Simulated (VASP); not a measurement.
# ZnIr (P-6m2) in VASP: further runs

ZnIr is run at these levels: LDA; tasks: single point.

Everything below comes from runs of VASP 6.6.1. Logs are shortened: lines on timing, memory, paths and dates and some standing lists are left out, and cuts for length are marked.

### 1 The cell of the first run

Symmetry: P-6m2, No. 187, hexagonal system. Conventional cell: a = 2.777 Å, b = 2.777 Å, c = 4.164 Å, α = 90.00°, β = 90.00°, γ = 120.00°. Within 3.5 Å of Zn (site symmetry -6m2) lie 6 Ir at 2.63 Å and 6 Zn at 2.78 Å. Ir (site symmetry -6m2) has 6 Zn at 2.63 Å and 6 Ir at 2.78 Å within 3.5 Å.

### 2 Single point, LDA

File INCAR:

```
  PREC = Accurate
  ENCUT = 520
  EDIFF = 1E-7
  ISMEAR = -1
  SIGMA = 0.03
  LREAL = False
  LASPH = True
  NELM = 100
  ALGO = Normal
  ISIF = 2
  LWAVE = False
  LCHARG = False
  GGA = CA
  NBANDS = 18
```

File KPOINTS:

```
Automatic mesh
0
Gamma
  14 14 8
```

File POSCAR:

```
ZnIr
1.0
    2.7771790596      0.0000000000      0.0000000000
   -1.3885895298      2.4051076165      0.0000000000
    0.0000000000      0.0000000000      4.1638620700
Zn Ir
1 1
Direct
    0.6666666667      0.3333333333      0.5000000000
    0.0000000000      0.0000000000      0.0000000000
```

Potentials or basis: VASP PAW LDA potentials, release 64 (Zn, Ir).

The run is started by

```
$ cat potpaw_LDA.64/Zn/POTCAR potpaw_LDA.64/Ir/POTCAR > POTCAR
$ mpirun -np 1 vasp_std > vasp.out
```

OUTCAR:

```text
PREC = Accurate
   ENCUT = 520
   EDIFF = 1E-7
   ISMEAR = -1
   LREAL = False
   LASPH = True
   NELM = 100
   ISIF = 2
   GGA = CA

 ion  position               nearest neighbor table
   1  0.667  0.333  0.500-   2 2.63   2 2.63   2 2.63   2 2.63   2 2.63   2 2.63
   2  0.000  0.000  0.000-   1 2.63   1 2.63   1 2.63   1 2.63   1 2.63   1 2.63

  LATTYP: Found a hexagonal cell.
 ALAT       =     2.7771790596
 C/A-ratio  =     1.4993135050

  Lattice vectors:

 A1 = (   2.7771790596,   0.0000000000,   0.0000000000)
 A2 = (  -1.3885895298,   2.4051076165,   0.0000000000)
 A3 = (   0.0000000000,   0.0000000000,   4.1638620700)

Analysis of symmetry for initial positions (statically):
=====================================================================
 Subroutine PRICEL returns:
 Original cell was already a primitive cell.

 Routine SETGRP: Setting up the symmetry group for a
 hexagonal supercell.

 Subroutine GETGRP returns: Found 12 space group operations
 (whereof 12 operations were pure point group operations)
 out of a pool of 24 trial point group operations.

The static configuration has the point symmetry D_3h.

Analysis of symmetry for dynamics (positions and initial velocities):
=====================================================================
 Subroutine PRICEL returns:
 Original cell was already a primitive cell.

 Routine SETGRP: Setting up the symmetry group for a
 hexagonal supercell.

 Subroutine GETGRP returns: Found 12 space group operations
 (whereof 12 operations were pure point group operations)
 out of a pool of 24 trial point group operations.

The dynamic configuration has the point symmetry D_3h.

 Subroutine INISYM returns: Found 12 space group operations
 (whereof 12 operations are pure point group operations),
 and found     1 'primitive' translations

----------------------------------------------------------------------------------------

                                     Primitive cell

  volume of cell :      27.8122

  direct lattice vectors                    reciprocal lattice vectors
     2.777179060  0.000000000  0.000000000     0.360077611  0.207890905  0.000000000
    -1.388589530  2.405107617  0.000000000     0.000000000  0.415781811  0.000000000
     0.000000000  0.000000000  4.163862070     0.000000000  0.000000000  0.240161654

  length of vectors
     2.777179060  2.777179060  4.163862070     0.415781811  0.415781811  0.240161654

  position of ions in fractional coordinates (direct lattice)
     0.666666667  0.333333333  0.500000000
     0.000000000  0.000000000  0.000000000

  ion indices of the primitive-cell ions
   primitive index   ion index
                 1           1
                 2           2

----------------------------------------------------------------------------------------

 KPOINTS: Automatic mesh

Automatic generation of k-mesh.
 Grid dimensions read from file:
 generate k-points for:   14   14    8

 Generating k-lattice:

  Cartesian coordinates                     Fractional coordinates (reciprocal lattice)
     0.025719829  0.014849350  0.000000000     0.071428571  0.000000000  0.000000000
     0.000000000  0.029698701  0.000000000     0.000000000  0.071428571  0.000000000
     0.000000000  0.000000000  0.030020207     0.000000000  0.000000000  0.125000000

  Length of vectors
     0.029698701  0.029698701  0.030020207

  Shift w.r.t. Gamma in fractional coordinates (k-lattice)
     0.000000000  0.000000000  0.000000000

 Subroutine IBZKPT returns following result:
 ===========================================

 Found    120 irreducible k-points:

 Following reciprocal coordinates:
            Coordinates               Weight
  0.000000  0.000000  0.000000      1.000000
  0.071429  0.000000  0.000000      6.000000
  0.142857 -0.000000  0.000000      6.000000
  0.214286 -0.000000  0.000000      6.000000
  0.285714  0.000000  0.000000      6.000000
  0.357143  0.000000  0.000000      6.000000
[... 16 lines left out ...]
  0.285714  0.285714  0.000000      6.000000
  0.357143  0.285714  0.000000      6.000000
 [... further k-points ...]
   k-points           NKPTS =    120   k-points in BZ     NKDIM =    120   number of bands    NBANDS=     18
   number of dos      NEDOS =    301   number of ions     NIONS =      2
   total plane-waves  NPLWV =  18432
   dimension x,y,z NGX =    24 NGY =   24 NGZ =   32
   dimension x,y,z NGXF=    48 NGYF=   48 NGZF=   64
   ions per type =               1   1
   NGX,Y,Z   is equivalent  to a cutoff of  14.37, 14.37, 12.78 a.u.
   NGXF,Y,Z  is equivalent  to a cutoff of  28.73, 28.73, 25.55 a.u.
 SYSTEM =  unknown system
   PREC   = accura    normal or accurate (medium, high low for compatibility)
   ISTART =      0    job   : 0-new  1-cont  2-samecut
   ICHARG =      2    charge: 1-file 2-atom 10-const
   ISPIN  =      1    spin polarized calculation?
   LNONCOLLINEAR =      F non collinear calculations
   LSORBIT =      F    spin-orbit coupling
   LASPH  =      T    aspherical Exc in radial PAW
   ENCUT  =  520.0 eV  38.22 Ry    6.18 a.u.   5.16  5.16  7.74*2*pi/ulx,y,z
   NELM   =    100;   NELMIN=  2; NELMDL= -5     # of ELM steps
   EDIFF  = 0.1E-06   stopping-criterion for ELM
   LREAL  =      F    real-space projection
   EDIFFG = 0.1E-05   stopping-criterion for IOM
   NSW    =      0    number of steps for IOM
   IBRION =     -1    ionic relax: 0-MD 1-quasi-New 2-CG
   NFREE  =      0    steps in history (QN), initial steepest desc. (CG)
   ISIF   =      2    stress and relaxation
   ISYM   =      2    0-nonsym 1-usesym 2-fastsym
   POTIM  = 0.5000    time-step for ionic-motion
   TEBEG  =    0.0;   TEEND  =   0.0 temperature during run
   PSTRESS=    0.0 pullay stress
   NELECT =      21.0000    total number of electrons
   NUPDOWN=      -1.0000    fix difference up-down
   EMIN   =  10.00;   EMAX   =-10.00  energy-range for DOS
   EFERMI =   0.00;   METHOD = LEGACY
   ISMEAR =    -1;   SIGMA  =   0.03  broadening in eV -4-tet -1-fermi 0-gaus
   EFERMI_NEDOS =   21; number of points for ismear=-14 and -15
   IALGO  =     38    algorithm
   IMIX   =      4    mixing-type and parameters
     AMIX     =   0.40;   BMIX     =  1.00
     AMIX_MAG =   1.60;   BMIX_MAG =  1.00
  volume/ion in A,a.u.               =      13.91        93.84
  Fermi-wavevector in a.u.,A,eV,Ry     =   1.490744  2.817097 30.236460  2.222317
  Thomas-Fermi vector in A             =   2.603487
   LORBIT       =      0    0 simple, 1 ext, 2 COOP (PROOUT), +10 PAW based schemes
   GGA     = CA    functional components
   LHFCALC =     F    Hartree Fock is set to
   AEXX    =    0.0000 exact exchange contribution
   IVDW    =     0    specifies the selected vdW correction
   LEPSILON=     F    determine dielectric tensor
   LRPA    =     F    only Hartree local field effects (RPA)
 non-spin polarized calculation
  energy-cutoff  :      520.00
  volume of cell :       27.81
 maximum number of plane-waves:       760
 NGX is ok and might be reduce to    24
   NGX = 11   NGY = 11   NGZ = 15

 number of electron      20.9999992 magnetization

 Free energy of the ion-electron system (eV)
  ---------------------------------------------------
  ext. energy  EPLUGINS =         0.00000000
  ---------------------------------------------------
  free energy    TOTEN  =       -12.55222086 eV

  energy without entropy =      -12.55045226  energy(sigma->0) =      -12.55133656

 E-fermi :   6.3555     XC(G=0): -13.3275

 val. band max:        6.3455868396   @ k =   0.0714   0.0000   0.2500
 cond. band min:       6.4034906965   @ k =   0.2857   0.0714   0.3750
 fundamental gap:      0.0579038570
 Fermi energy:         6.3555410054

 k-point     1 :       0.0000    0.0000    0.0000
  band No.  band energies     occupation
      1      -4.1814      2.00000
      2      -1.6028      2.00000
      3      -0.8554      2.00000
      4      -0.8554      2.00000
      5      -0.5183      2.00000
      6      -0.5183      2.00000
[... 10 lines left out ...]
     17      25.8699      0.00000
     18      25.8699      0.00000

 k-point     2 :       0.0714    0.0000    0.0000
  band No.  band energies     occupation
      1      -4.0206      2.00000
      2      -1.5476      2.00000
      3      -0.8761      2.00000
      4      -0.8257      2.00000
      5      -0.5504      2.00000
      6      -0.5296      2.00000
[... 10 lines left out ...]
     17      25.5432      0.00000
     18      26.9471      0.00000

 k-point     3 :       0.1429   -0.0000    0.0000
  band No.  band energies     occupation
      1      -3.5552      2.00000
      2      -1.4158      2.00000
      3      -0.9209      2.00000
      4      -0.7414      2.00000
      5      -0.6426      2.00000
      6      -0.5615      2.00000
[... 10 lines left out ...]
     17      24.9648      0.00000
     18      25.6545      0.00000

 k-point     4 :       0.2143   -0.0000    0.0000
  band No.  band energies     occupation
      1      -2.8445      2.00000
      2      -1.3074      2.00000
      3      -0.9156      2.00000
      4      -0.7813      2.00000
      5      -0.6171      2.00000
      6      -0.6076      2.00000
[... 375 lines left out ...]
      4      -0.8168      2.00000
      5      -0.6833      2.00000
      6       1.7994      2.00000
[... 10 lines left out ...]
     17      19.4533      0.00000
     18      21.9323      0.00000

 k-point    23 :       0.2857    0.2857    0.0000
  band No.  band energies     occupation
      1      -1.2645      2.00000
      2      -1.1925      2.00000
      3      -0.9397      2.00000
      4      -0.8273      2.00000
      5      -0.8120      2.00000
      6       2.3734      2.00000
[... 10 lines left out ...]
     17      19.4091      0.00000
     18      20.8716      0.00000

 k-point    24 :       0.3571    0.2857    0.0000
  band No.  band energies     occupation
      1      -1.2864      2.00000
      2      -1.1637      2.00000
      3      -0.9215      2.00000
      4      -0.8370      2.00000
      5      -0.8268      2.00000
      6       2.5668      2.00000
[... 10 lines left out ...]
     17      18.7451      0.00000
     18      19.9411      0.00000

 [... further k-points ...]

------------------------ aborting loop because EDIFF is reached ----------------------------------------

  FORCE on cell =-STRESS in cart. coord.  units (eV):
  Direction    XX          YY          ZZ          XY          YZ          ZX
  --------------------------------------------------------------------------------------
  -------------------------------------------------------------------------------------
  Total       -1.3938979     -1.3938979     -1.3034848      0.0000000      0.0000000      0.0000000
  in kB      -80.2983866    -80.2983866    -75.0899496      0.0000000      0.0000000      0.0000000
  external PRESSURE =     -78.5622409 kB  Pullay stress =       0.0000000 kB

 VOLUME and BASIS-vectors are now :
 -----------------------------------------------------------------------------
  energy-cutoff  :      520.00
  volume of cell :       27.81
      direct lattice vectors                 reciprocal lattice vectors
     2.777179060  0.000000000  0.000000000     0.360077611  0.207890905  0.000000000
    -1.388589530  2.405107617  0.000000000     0.000000000  0.415781811  0.000000000
     0.000000000  0.000000000  4.163862070     0.000000000  0.000000000  0.240161654

 POSITION                                       TOTAL-FORCE (eV/Angst)
 -----------------------------------------------------------------------------------
      1.38859      0.80170      2.08193        -0.000000      0.000000      0.000000
      0.00000      0.00000      0.00000         0.000000     -0.000000      0.000000
 -----------------------------------------------------------------------------------
    total drift:                               -0.000000      0.000000      0.000000

  FREE ENERGIE OF THE ION-ELECTRON SYSTEM (eV)
  ---------------------------------------------------
  free  energy   TOTEN  =       -12.5522208555 eV

  energy  without entropy=      -12.5504522595  energy(sigma->0) =      -12.55133656
```

Run time: 20 s. Hardware: 1 thread of Intel Xeon 6975P-C (Granite Rapids), shared host; peak memory 0.18 GiB.

What came out:

```yaml
Free_energy: -12.5522 eV
Pressure: -7.9 GPa
Band_gap_on_the_k_mesh: zero (an odd number of electrons rules out a gap without spin polarisation)
```

Stress tensor (GPa, compression positive):
```
-8.03  0.00  0.00
 0.00 -8.03  0.00
 0.00  0.00 -7.51
```

Levels at points of the mesh, in eV from the Fermi level:
| k point | band 8 | band 9 | band 10 | band 11 | band 12 | band 13 |
| --- | --- | --- | --- | --- | --- | --- |
| (0.00, 0.00, 0.00) | -2.72 | -2.72 | -0.69 | -0.09 | -0.09 | 5.49 |
| (0.50, 0.00, 0.00) | -3.79 | -2.01 | -0.65 | 1.38 | 3.60 | 7.06 |
| (0.00, 0.00, 0.50) | -3.30 | -2.55 | -2.55 | -0.18 | -0.18 | 11.82 |
| (0.50, 0.00, 0.50) | -1.31 | -1.30 | -1.21 | 0.66 | 1.39 | 4.43 |

Caveat: the cell stands under tension; spin-orbit coupling is left out, which moves the levels of the heavy elements.

### 3 Single point, LDA, collinear spin, zero start

File INCAR:

```
SYSTEM = ZnIr
PREC = Accurate ; ENCUT = 520
EDIFF = 1E-6 ; ISMEAR = -1
SIGMA = 0.03 ; LREAL = .False.
LASPH = .True. ; NELM = 150
ALGO = Normal ; ISIF = 2
LWAVE = .False. ; LCHARG = .True.
ISPIN = 2 ; MAGMOM = 0 0
LORBIT = 11 ; NUPDOWN = 0.0
LMAXMIX = 4 ; GGA = CA
LELF = .True. ; LVHAR = .True.
NBANDS = 22
```

File KPOINTS:

```
regular mesh
0
Gamma
  14 14 8
  0 0 0
```

POSCAR is that of step 2.

Potentials or basis: VASP PAW LDA potentials, release 64 (Zn, Ir).

The run is started by

```
$ cat potpaw_LDA.64/Zn/POTCAR potpaw_LDA.64/Ir/POTCAR > POTCAR
$ mpirun -np 1 vasp_std > vasp.out
```

It took 51 s on 1 thread of Intel Xeon 6975P-C (Granite Rapids), shared host; peak memory 0.23 GiB.

It converged, with:

```yaml
Free_energy: -12.5522 eV
Pressure: -7.9 GPa
Net_moment: 0.00 μB per cell
Valence_electrons_inside_the_program's_atomic_spheres: Zn 10.92; Ir 8.33
```

Stress tensor (GPa, compression positive):
```
-8.09  0.00  0.00
 0.00 -8.09  0.00
 0.00  0.00 -7.56
```

Caveat: the cell stands under tension; spin-orbit coupling is left out, which moves the levels of the heavy elements; the total moment is fixed, so each spin has its own Fermi level.

The gap in the log of VASP goes by the Fermi energy; the results here count the filled bands.